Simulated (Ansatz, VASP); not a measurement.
WAu2 in VASP and in Ansatz

```
CELL_PARAMETERS angstrom
4.92407 0.00000 0.00000
0.00000 4.92407 0.00000
0.00000 0.00000 4.92407
ATOMIC_POSITIONS crystal
W 0.00000 0.00000 0.00000
W 0.50000 0.50000 0.50000
Au 0.25000 0.25000 0.25000
Au 0.25000 0.75000 0.75000
Au 0.75000 0.75000 0.25000
Au 0.75000 0.25000 0.75000
```

Alike in both runs: task relaxation of cell and atoms; functional PBE; k mesh 4 × 4 × 4; occupations gaussian, width 0.1 eV; no spin polarisation.

|  | VASP | Ansatz |
| --- | --- | --- |
| version | VASP 6.6.1 | Ansatz 0.2.0 |
| potentials or method | VASP PAW PBE potentials, release 64 (W_sv, Au), cutoff 600 eV | scalar-relativistic, plane waves, PAW |
| valence electrons in the cell | 72 | 104 |

VASP gave:

| Quantity | Value |
| --- | --- |
| gap on the k mesh at the Fermi level, each at its own relaxed structure (eV) | none |
| relaxed volume (Å³/atom) | 32.40 |
| relaxed cell length with the largest relative difference (Å) | 5.793 |

**Question.** Which values does Ansatz return?

**Answer.** gap on the k mesh at the Fermi level, each at its own relaxed structure (eV): none; relaxed volume (Å³/atom): 32.38; relaxed cell length with the largest relative difference (Å): 5.792.

A gap of «none» marks a metal or a gap that the smearing closes. VASP's potentials hold 72 valence electrons a cell and Ansatz's 104, so a difference there can come from the potentials and not from the codes.

Neither program's run includes spin-orbit coupling. Noted on VASP's run: the volume moved by over 15 % at a fixed basis, so the end points are rough.
